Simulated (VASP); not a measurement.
Wanted: the native input for a VASP 6.6.1 run.

| Item | Value |
| --- | --- |
| Task | single point |
| Functional | PBE |
| Potentials or basis | VASP PAW PBE potentials, release 64 (Ba_sv, Zr_sv, O_h) |
| Cutoff | 910 eV |
| k mesh | 6 × 6 × 6 |
| Occupations | gaussian, width 0.05 eV |
| Spin | no spin polarisation |
| Dipole correction | no |
| Further INCAR settings | ALGO = Normal; EDIFF = 1e-06; NBANDS = 28 |

The structure of BaZrO3 lies in POSCAR:

```
BaZrO3
1.0
    4.1815000000      0.0000000000      0.0000000000
    0.0000000000      4.1815000000      0.0000000000
    0.0000000000      0.0000000000      4.1815000000
Ba Zr O
1 1 3
Direct
    0.5084551809      0.4915448191      0.5000000000
    0.0000000000      0.0000000000      0.0000000000
    0.5000000000      0.0000000000      0.0000000000
    0.0000000000      0.5000000000      0.0000000000
    0.0000000000      0.0000000000      0.5000000000
```

This cell differs from its parent crystal: all Ba atoms moved +0.050 Å, as atom 1 along Cartesian [1 -1 0].

The input as run:

INCAR

```
ALGO = Normal
EDIFF = 1E-6
ENCUT = 910
GGA = PE
GGA_COMPAT = False
ISIF = 2
ISMEAR = 0
LASPH = True
LCHARG = True
LELF = True
LREAL = False
LVHAR = True
LWAVE = False
NBANDS = 28
NELM = 120
PREC = Accurate
SIGMA = 0.05
```

KPOINTS

```
k-points
0
Gamma
  6 6 6
```

Potentials or basis: VASP PAW PBE potentials, release 64 (Ba_sv, Zr_sv, O_h).

Launch:

```bash
$ cat potpaw_PBE.64/Ba_sv/POTCAR potpaw_PBE.64/Zr_sv/POTCAR potpaw_PBE.64/O_h/POTCAR > POTCAR
$ mpirun -np 1 vasp_std > vasp.out
```

Results of the run:

| Item | Value |
| --- | --- |
| Pressure | 6.1 GPa |
| Largest force | 0.203 eV/Å |
| Band gap on the k mesh | 3.21 eV (least direct gap 3.42 eV) |

Caveat: the cell differs from its parent crystal (all Ba atoms moved +0.050 Å, as atom 1 along Cartesian [1 -1 0]); the cell stands under pressure; spin-orbit coupling is left out, which moves the levels of the heavy elements.

Run time: 3.8 min on 1 thread of Intel(R) Xeon(R) Platinum 8259CL CPU @ 2.50GHz (Skylake/Cascade Lake), with other jobs on the host, peak memory 0.42 GiB.
